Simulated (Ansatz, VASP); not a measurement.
# HfS4: VASP beside Ansatz

```xyz
5
Lattice="4.6218 0.0000 0.0000 -2.3109 4.0026 0.0000 0.0000 0.0000 6.9006" Properties=species:S:1:pos:R:3 pbc="T T T"
Hf    0.0000    0.0000    3.4503
S     0.0000    0.0000    5.9318
S     0.0000    0.0000    0.9688
S     0.0000    2.6684    3.4503
S     2.3109    1.3342    3.4503
```

Alike in both runs: functional PBE; k mesh 12 × 12 × 6; occupations gaussian, width 0.1 eV; no spin polarisation.

Ansatz relaxed the structure, and its values are those at the end. VASP's run is a single point on that final structure, the one shown.

|  | VASP | Ansatz |
| --- | --- | --- |
| version | VASP 6.6.1 | Ansatz 0.2.0 |
| potentials or method | VASP PAW PBE potentials, release 64 (Hf_pv, S), cutoff 520 eV | scalar-relativistic, plane waves, PAW |
| valence electrons in the cell | 34 | 50 |

|  | VASP | Ansatz | Ansatz less VASP |
| --- | --- | --- | --- |
| gap on the k mesh at the Fermi level (eV) | none | none | - |
| pressure (GPa) | -0.5 | 0.0 | +0.49 |
| rms of the force components (eV/Å) | 0.060 | 0.000 | -0.0593 |

A gap of «none» marks a metal or a gap that the smearing closes. VASP's potentials hold 34 valence electrons a cell and Ansatz's 50, so a difference there can come from the potentials and not from the codes.

Neither program's run includes spin-orbit coupling.
